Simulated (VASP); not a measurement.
# In2O3 (R-3c) in VASP: further runs

In2O3 is run at these levels: PBE; tasks: single point.

Program: VASP 6.6.1. These are calculated values, not measurements. Logs are shortened: lines on timing, memory, paths and dates and some standing lists are left out, and cuts for length are marked.

## (1) The cell of the first run

Symmetry: R-3c, No. 167, trigonal system. The conventional cell has a = 5.343 Å, b = 5.343 Å, c = 15.043 Å, α = 90.00°, β = 90.00°, γ = 120.00°. Within 2.8 Å of In (site symmetry 3) lie 6 O at 2.10 to 2.24 Å. Within 2.8 Å of O (site symmetry 2) lie 4 In at 2.10 to 2.24 Å and 2 O at 2.76 Å.

## (2) Single point, PBE (epitaxial xy strain -3.0%)

Input file INCAR:

```
SYSTEM = In2O3
ALGO = Normal ; EDIFF = 1E-6
ENCUT = 520 ; GGA = PE
ISIF = 2 ; ISMEAR = -1
LASPH = .True. ; LCHARG = .False.
LREAL = .False. ; LWAVE = .False.
NBANDS = 55 ; NELM = 60
PREC = Accurate ; SIGMA = 0.02
```

Input file KPOINTS:

```
k-points
0
Gamma
  6 6 6
  0 0 0
```

Input file POSCAR:

```
In2O3
1.0
    2.6712875109      1.5422685635      5.0142348488
   -2.6712875109      1.5422685635      5.0142348488
    0.0000000000     -3.0845371270      5.0142348488
In O
4 6
Direct
    0.6456207320      0.6456207320      0.6456207320
    0.8543792680      0.8543792680      0.8543792680
    0.3543792680      0.3543792680      0.3543792680
    0.1456207320      0.1456207320      0.1456207320
    0.0477465865      0.7500000000      0.4522534135
    0.7500000000      0.4522534135      0.0477465865
    0.4522534135      0.0477465865      0.7500000000
    0.9522534135      0.2500000000      0.5477465865
    0.5477465865      0.9522534135      0.2500000000
    0.2500000000      0.5477465865      0.9522534135
```

Potentials or basis: VASP PAW PBE potentials, release 64 (In_d, O).

Run with:

```console
$ cat potpaw_PBE.64/In_d/POTCAR potpaw_PBE.64/O/POTCAR > POTCAR
$ mpirun -np 1 vasp_std > vasp.out
```

OUTCAR:

```text
SYSTEM = In2O3
   EDIFF = 1E-6
   ENCUT = 520
   GGA = PE
   ISIF = 2
   ISMEAR = -1
   LASPH = .True.
   LREAL = .False.
   NELM = 60
   PREC = Accurate

 ion  position               nearest neighbor table
   1  0.646  0.646  0.646-  10 2.10   9 2.10   8 2.10   6 2.24   5 2.24   7 2.24   2 3.14   3 3.15
                             3 3.15   3 3.15   2 3.61   2 3.61   2 3.61   4 3.97   4 3.97   4 3.97
   2  0.854  0.854  0.854-   8 2.10   9 2.10  10 2.10   6 2.24   5 2.24   7 2.24   1 3.14   4 3.15
                             4 3.15   4 3.15   1 3.61   1 3.61   1 3.61   3 3.97   3 3.97   3 3.97
   3  0.354  0.354  0.354-   6 2.10   7 2.10   5 2.10   8 2.24  10 2.24   9 2.24   4 3.14   1 3.15
                             1 3.15   1 3.15   4 3.61   4 3.61   4 3.61   2 3.97   2 3.97   2 3.97
   4  0.146  0.146  0.146-   5 2.10   7 2.10   6 2.10   8 2.24  10 2.24   9 2.24   3 3.14   2 3.15
                             2 3.15   2 3.15   3 3.61   3 3.61   3 3.61   1 3.97   1 3.97   1 3.97
   5  0.048  0.750  0.452-   4 2.10   3 2.10   1 2.24   2 2.24
   6  0.750  0.452  0.048-   3 2.10   4 2.10   1 2.24   2 2.24
   7  0.452  0.048  0.750-   3 2.10   4 2.10   1 2.24   2 2.24
   8  0.952  0.250  0.548-   2 2.10   1 2.10   3 2.24   4 2.24
   9  0.548  0.952  0.250-   1 2.10   2 2.10   3 2.24   4 2.24
  10  0.250  0.548  0.952-   1 2.10   2 2.10   3 2.24   4 2.24

  LATTYP: Found a trigonal (rhomboedric) cell.
 ALAT       =     5.8870128594
 COS(alpha) =     0.5882047867

  Lattice vectors:

 A1 = (   2.6712875109,   1.5422685635,   5.0142348488)
 A2 = (  -2.6712875109,   1.5422685635,   5.0142348488)
 A3 = (   0.0000000000,  -3.0845371270,   5.0142348488)

Analysis of symmetry for initial positions (statically):
=====================================================================
 Subroutine PRICEL returns:
 Original cell was already a primitive cell.

 Routine SETGRP: Setting up the symmetry group for a
 trigonal (rhombohedral) supercell.

 Subroutine GETGRP returns: Found 12 space group operations
 (whereof  6 operations were pure point group operations)
 out of a pool of 12 trial point group operations.

The static configuration has the point symmetry S_6 .
 The point group associated with its full space group is D_3d.

Analysis of symmetry for dynamics (positions and initial velocities):
=====================================================================
 Subroutine PRICEL returns:
 Original cell was already a primitive cell.

 Routine SETGRP: Setting up the symmetry group for a
 trigonal (rhombohedral) supercell.

 Subroutine GETGRP returns: Found 12 space group operations
 (whereof  6 operations were pure point group operations)
 out of a pool of 12 trial point group operations.

The dynamic configuration has the point symmetry S_6 .
 The point group associated with its full space group is D_3d.

 Subroutine INISYM returns: Found 12 space group operations
 (whereof  6 operations are pure point group operations),
 and found     1 'primitive' translations

----------------------------------------------------------------------------------------

                                     Primitive cell

  volume of cell :     123.9472

  direct lattice vectors                    reciprocal lattice vectors
     2.671287511  1.542268563  5.014234849     0.187175659  0.108065917  0.066477407
    -2.671287511  1.542268563  5.014234849    -0.187175659  0.108065917  0.066477407
     0.000000000 -3.084537127  5.014234849     0.000000000 -0.216131834  0.066477407

  length of vectors
     5.887012859  5.887012859  5.887012859     0.226124336  0.226124336  0.226124336

  position of ions in fractional coordinates (direct lattice)
     0.645620732  0.645620732  0.645620732
     0.854379268  0.854379268  0.854379268
     0.354379268  0.354379268  0.354379268
     0.145620732  0.145620732  0.145620732
     0.047746586  0.750000000  0.452253414
     0.750000000  0.452253414  0.047746586
     0.452253414  0.047746586  0.750000000
     0.952253414  0.250000000  0.547746586
     0.547746586  0.952253414  0.250000000
     0.250000000  0.547746586  0.952253414

  ion indices of the primitive-cell ions
   primitive index   ion index
                 1           1
                 2           2
                 3           3
                 4           4
                 5           5
                 6           6
                 7           7
                 8           8
                 9           9
                10          10

----------------------------------------------------------------------------------------

 KPOINTS: k-points

Automatic generation of k-mesh.
 Grid dimensions read from file:
 generate k-points for:    6    6    6

 Generating k-lattice:

  Cartesian coordinates                     Fractional coordinates (reciprocal lattice)
     0.031195943  0.018010986  0.011079568     0.166666667  0.000000000  0.000000000
    -0.031195943  0.018010986  0.011079568     0.000000000  0.166666667  0.000000000
     0.000000000 -0.036021972  0.011079568     0.000000000  0.000000000  0.166666667

  Length of vectors
     0.037687389  0.037687389  0.037687389

  Shift w.r.t. Gamma in fractional coordinates (k-lattice)
     0.000000000  0.000000000  0.000000000

 Subroutine IBZKPT returns following result:
 ===========================================

 Found     32 irreducible k-points:

 Following reciprocal coordinates:
            Coordinates               Weight
  0.000000  0.000000  0.000000      1.000000
  0.166667  0.000000 -0.000000      6.000000
  0.333333  0.000000 -0.000000      6.000000
  0.500000  0.000000 -0.000000      3.000000
  0.166667  0.166667 -0.000000      6.000000
  0.333333  0.166667 -0.000000     12.000000
[... 16 lines left out ...]
  0.500000  0.500000  0.166667      6.000000
 -0.333333  0.500000  0.166667     12.000000
 [... further k-points ...]
   k-points           NKPTS =     32   k-points in BZ     NKDIM =     32   number of bands    NBANDS=     55
   number of dos      NEDOS =    301   number of ions     NIONS =     10
   total plane-waves  NPLWV = 110592
   dimension x,y,z NGX =    48 NGY =   48 NGZ =   48
   dimension x,y,z NGXF=    96 NGYF=   96 NGZF=   96
   ions per type =               4   6
   NGX,Y,Z   is equivalent  to a cutoff of  13.55, 13.55, 13.55 a.u.
   NGXF,Y,Z  is equivalent  to a cutoff of  27.11, 27.11, 27.11 a.u.
 SYSTEM =  In2O3
   PREC   = accura    normal or accurate (medium, high low for compatibility)
   ISTART =      0    job   : 0-new  1-cont  2-samecut
   ICHARG =      2    charge: 1-file 2-atom 10-const
   ISPIN  =      1    spin polarized calculation?
   LNONCOLLINEAR =      F non collinear calculations
   LSORBIT =      F    spin-orbit coupling
   LASPH  =      T    aspherical Exc in radial PAW
   ENCUT  =  520.0 eV  38.22 Ry    6.18 a.u.  10.95 10.95 10.95*2*pi/ulx,y,z
   NELM   =     60;   NELMIN=  2; NELMDL= -5     # of ELM steps
   EDIFF  = 0.1E-05   stopping-criterion for ELM
   LREAL  =      F    real-space projection
   EDIFFG = 0.1E-04   stopping-criterion for IOM
   NSW    =      0    number of steps for IOM
   IBRION =     -1    ionic relax: 0-MD 1-quasi-New 2-CG
   NFREE  =      0    steps in history (QN), initial steepest desc. (CG)
   ISIF   =      2    stress and relaxation
   ISYM   =      2    0-nonsym 1-usesym 2-fastsym
   POTIM  = 0.5000    time-step for ionic-motion
   TEBEG  =    0.0;   TEEND  =   0.0 temperature during run
   PSTRESS=    0.0 pullay stress
   NELECT =      88.0000    total number of electrons
   NUPDOWN=      -1.0000    fix difference up-down
   EMIN   =  10.00;   EMAX   =-10.00  energy-range for DOS
   EFERMI =   0.00;   METHOD = LEGACY
   ISMEAR =    -1;   SIGMA  =   0.02  broadening in eV -4-tet -1-fermi 0-gaus
   EFERMI_NEDOS =   21; number of points for ismear=-14 and -15
   IALGO  =     38    algorithm
   IMIX   =      4    mixing-type and parameters
     AMIX     =   0.40;   BMIX     =  1.00
     AMIX_MAG =   1.60;   BMIX_MAG =  1.00
  volume/ion in A,a.u.               =      12.39        83.64
  Fermi-wavevector in a.u.,A,eV,Ry     =   1.460462  2.759873 29.020528  2.132949
  Thomas-Fermi vector in A             =   2.576908
   LORBIT       =      0    0 simple, 1 ext, 2 COOP (PROOUT), +10 PAW based schemes
   GGA     = PE    functional components
   LHFCALC =     F    Hartree Fock is set to
   AEXX    =    0.0000 exact exchange contribution
   IVDW    =     0    specifies the selected vdW correction
   LEPSILON=     F    determine dielectric tensor
   LRPA    =     F    only Hartree local field effects (RPA)
 non-spin polarized calculation
  energy-cutoff  :      520.00
  volume of cell :      123.95
 maximum number of plane-waves:      3352
 NGX is ok and might be reduce to    48
   NGX = 21   NGY = 21   NGZ = 21

 number of electron      88.0000006 magnetization

 Free energy of the ion-electron system (eV)
  ---------------------------------------------------
  ext. energy  EPLUGINS =         0.00000000
  ---------------------------------------------------
  free energy    TOTEN  =       -54.93405354 eV

  energy without entropy =      -54.93405354  energy(sigma->0) =      -54.93405354

 E-fermi :   6.3996     XC(G=0): -11.3075

 val. band max:        5.9163212603   @ k =   0.0000   0.0000   0.0000
 cond. band min:       7.2710654859   @ k =   0.0000   0.0000   0.0000
 fundamental gap:      1.3547442255
 Fermi energy:         6.3996033031

 k-point     1 :       0.0000    0.0000    0.0000
  band No.  band energies     occupation
      1     -11.9731      2.00000
      2     -11.0550      2.00000
      3     -11.0550      2.00000
      4     -10.8280      2.00000
      5     -10.7839      2.00000
      6     -10.7839      2.00000
[... 47 lines left out ...]
     54      15.9195      0.00000
     55      16.3100      0.00000

 k-point     2 :       0.1667    0.0000   -0.0000
  band No.  band energies     occupation
      1     -11.8920      2.00000
      2     -11.0438      2.00000
      3     -11.0433      2.00000
      4     -10.9057      2.00000
      5     -10.8058      2.00000
      6     -10.8005      2.00000
[... 47 lines left out ...]
     54      16.3838      0.00000
     55      16.7383      0.00000

 k-point     3 :       0.3333    0.0000   -0.0000
  band No.  band energies     occupation
      1     -11.6728      2.00000
      2     -11.1052      2.00000
      3     -11.0062      2.00000
      4     -11.0039      2.00000
      5     -10.8643      2.00000
      6     -10.8624      2.00000
[... 1152 lines left out ...]
 k-point    23 :       0.5000    0.5000    0.1667
  band No.  band energies     occupation
      1     -11.5355      2.00000
      2     -11.2788      2.00000
      3     -11.0674      2.00000
      4     -10.9857      2.00000
      5     -10.8882      2.00000
      6     -10.7110      2.00000
[... 47 lines left out ...]
     54      16.9957      0.00000
     55      17.1930      0.00000

 k-point    24 :      -0.3333    0.5000    0.1667
  band No.  band energies     occupation
      1     -11.4557      2.00000
      2     -11.3143      2.00000
      3     -11.0839      2.00000
      4     -11.0143      2.00000
      5     -10.8517      2.00000
      6     -10.7331      2.00000
[... 47 lines left out ...]
     54      16.7315      0.00000
     55      17.2461      0.00000

 [... further k-points ...]

------------------------ aborting loop because EDIFF is reached ----------------------------------------

  FORCE on cell =-STRESS in cart. coord.  units (eV):
  Direction    XX          YY          ZZ          XY          YZ          ZX
  --------------------------------------------------------------------------------------
  -------------------------------------------------------------------------------------
  Total       13.3751464     13.3751464      5.4901821     -0.0000000     -0.0000000      0.0000000
  in kB      172.8910713    172.8910713     70.9677067     -0.0000000     -0.0000000      0.0000000
  external PRESSURE =     138.9166164 kB  Pullay stress =       0.0000000 kB

 VOLUME and BASIS-vectors are now :
 -----------------------------------------------------------------------------
  energy-cutoff  :      520.00
  volume of cell :      123.95
      direct lattice vectors                 reciprocal lattice vectors
     2.671287511  1.542268563  5.014234849     0.187175659  0.108065917  0.066477407
    -2.671287511  1.542268563  5.014234849    -0.187175659  0.108065917  0.066477407
     0.000000000 -3.084537127  5.014234849     0.000000000 -0.216131834  0.066477407

 POSITION                                       TOTAL-FORCE (eV/Angst)
 -----------------------------------------------------------------------------------
      0.00000      0.00000      9.71188         0.000000     -0.000000     -0.072920
      0.00000      0.00000     12.85217         0.000000     -0.000000      0.072920
      0.00000      0.00000      5.33082         0.000000      0.000000      0.072920
      0.00000      0.00000      2.19053         0.000000      0.000000     -0.072920
     -1.87592     -0.16465      6.26779        -0.007032     -0.012181     -0.000000
      0.79537      1.70692      6.26779        -0.007032      0.012181     -0.000000
      1.08055     -1.54227      6.26779         0.014065      0.000000     -0.000000
      1.87592      0.16465      8.77491         0.007032      0.012181     -0.000000
     -1.08055      1.54227      8.77491        -0.014065      0.000000     -0.000000
     -0.79537     -1.70692      8.77491         0.007032     -0.012181     -0.000000
 -----------------------------------------------------------------------------------
    total drift:                                0.000000     -0.000000      0.000000

  FREE ENERGIE OF THE ION-ELECTRON SYSTEM (eV)
  ---------------------------------------------------
  free  energy   TOTEN  =       -54.9340535365 eV

  energy  without entropy=      -54.9340535365  energy(sigma->0) =      -54.93405354
```

It took 2.6 min on 1 thread of Intel Xeon Platinum 8559C (Emerald Rapids), shared host; peak memory 0.38 GiB.

Results:

```yaml
Free_energy: -54.9341 eV
Pressure: 13.9 GPa
Largest_force: 0.073 eV/Å
Band_gap_on_the_k_mesh: 1.35 eV, direct
```

Forces on the atoms (eV/Å):
```
In   0.000  0.000 -0.073
In   0.000  0.000  0.073
In   0.000  0.000  0.073
In   0.000  0.000 -0.073
O   -0.007 -0.012  0.000
O   -0.007  0.012  0.000
O    0.014  0.000  0.000
O    0.007  0.012  0.000
O   -0.014  0.000  0.000
O    0.007 -0.012  0.000
```

Levels at points of the mesh, in eV from the valence-band top:
| k point | band 42 | band 43 | band 44 | band 45 | band 46 | band 47 |
| --- | --- | --- | --- | --- | --- | --- |
| (0.00, 0.00, 0.00) | -0.35 | 0.00 | 0.00 | 1.35 | 5.80 | 6.34 |
| (0.50, 0.00, 0.00) | -0.86 | -0.19 | -0.19 | 5.04 | 5.04 | 6.00 |
| (0.50, 0.50, 0.00) | -0.48 | -0.19 | -0.12 | 5.20 | 5.74 | 6.64 |
| (0.50, 0.50, 0.50) | -0.19 | -0.19 | -0.19 | 4.48 | 4.48 | 7.34 |

Caveat: the cell differs from its parent crystal (epitaxial xy strain -3.0%); spin-orbit coupling is left out, which moves the levels of the heavy elements.

## (3) Single point, PBE (epitaxial xy strain -2.0%)

Input file INCAR:

```
PREC = Accurate
ENCUT = 520
EDIFF = 1E-6
ISMEAR = -1
SIGMA = 0.02
LREAL = False
LASPH = True
NELM = 80
ALGO = Normal
ISIF = 2
LWAVE = False
LCHARG = False
GGA = PE
NBANDS = 55
```

Input file KPOINTS:

```
regular mesh
0
Gamma
  6 6 6
```

Input file POSCAR:

```
In2O3
1.0
    2.6988265574      1.5581682395      4.9597255893
   -2.6988265574      1.5581682395      4.9597255893
    0.0000000000     -3.1163364788      4.9597255894
In O
4 6
Direct
    0.6447018050      0.6447018050      0.6447018050
    0.8552981950      0.8552981950      0.8552981950
    0.3552981950      0.3552981950      0.3552981950
    0.1447018050      0.1447018050      0.1447018050
    0.0472387417      0.7500000000      0.4527612583
    0.7500000000      0.4527612583      0.0472387417
    0.4527612583      0.0472387417      0.7500000000
    0.9527612583      0.2500000000      0.5472387417
    0.5472387417      0.9527612583      0.2500000000
    0.2500000000      0.5472387417      0.9527612583
```

Potentials or basis: VASP PAW PBE potentials, release 64 (In_d, O).

Run with:

```console
$ cat potpaw_PBE.64/In_d/POTCAR potpaw_PBE.64/O/POTCAR > POTCAR
$ mpirun -np 1 vasp_std > vasp.out
```

It took 2.6 min on 1 thread of Intel Xeon Platinum 8559C (Emerald Rapids), shared host; peak memory 0.39 GiB.

The run converged. Its results:

| Item | Value |
| --- | --- |
| Free energy | -55.1287 eV |
| Pressure | 11.5 GPa |
| Largest force | 0.082 eV/Å |
| Band gap on the k mesh | 1.34 eV, direct |

Forces on the atoms (eV/Å):
```
In   0.000  0.000 -0.082
In   0.000  0.000  0.082
In   0.000  0.000  0.082
In   0.000  0.000 -0.082
O   -0.006 -0.010  0.000
O   -0.006  0.010  0.000
O    0.012  0.000  0.000
O    0.006  0.010  0.000
O   -0.012  0.000  0.000
O    0.006 -0.010  0.000
```

Stress tensor (GPa, compression positive):
```
13.79  0.00  0.00
 0.00 13.79  0.00
 0.00  0.00  6.81
```

Levels at points of the mesh, in eV from the valence-band top:
```
           k point  band 40  band 41  band 42  band 43  band 44  band 45  band 46  band 47  band 48  band 49
(0.00, 0.00, 0.00)    -0.50    -0.31    -0.31     0.00     0.00     1.34     5.70     6.31     7.67     8.89
(0.50, 0.00, 0.00)    -0.98    -0.82    -0.82    -0.13    -0.13     5.03     5.03     5.97     5.97     8.59
(0.50, 0.50, 0.00)    -0.86    -0.56    -0.42    -0.14    -0.08     5.20     5.68     6.58     6.85     7.33
(0.50, 0.50, 0.50)    -1.19    -0.18    -0.18    -0.18    -0.18     4.46     4.46     7.29     7.29     8.55
```

Caveat: the cell differs from its parent crystal (epitaxial xy strain -2.0%); spin-orbit coupling is left out, which moves the levels of the heavy elements.

(Part 1 of 2 ends here.)
